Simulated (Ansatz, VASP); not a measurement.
**GaSb3: VASP beside Ansatz**

```
CELL_PARAMETERS angstrom
5.29770 0.00000 0.00000
-2.64885 4.58794 0.00000
0.00000 0.00000 5.32474
ATOMIC_POSITIONS crystal
Ga 0.00000 0.00000 0.50000
Sb 0.33333 0.66667 0.50000
Sb 0.66667 0.33333 0.50000
Sb 0.00000 0.00000 0.00000
```

Alike in both runs: functional PBE; k mesh 5 × 5 × 4; occupations gaussian, width 0.2 eV; no spin polarisation.

Ansatz relaxed the structure, and its values are those at the end. VASP's run is a single point on that final structure, the one shown.

|  | VASP | Ansatz |
| --- | --- | --- |
| version | VASP 6.6.1 | Ansatz 0.2.0 |
| potentials or method | VASP PAW PBE potentials, release 64 (Ga_d, Sb), cutoff 500 eV | scalar-relativistic, plane waves, PAW |
| valence electrons in the cell | 28 | 58 |

|  | VASP | Ansatz | Ansatz less VASP |
| --- | --- | --- | --- |
| gap on the k mesh at the Fermi level (eV) | none | none | - |
| pressure (GPa) | 0.5 | 0.5 | +0.02 |

A gap of «none» marks a metal or a gap that the smearing closes. VASP's potentials hold 28 valence electrons a cell and Ansatz's 58, so a difference there can come from the potentials and not from the codes.

Neither program's run includes spin-orbit coupling.
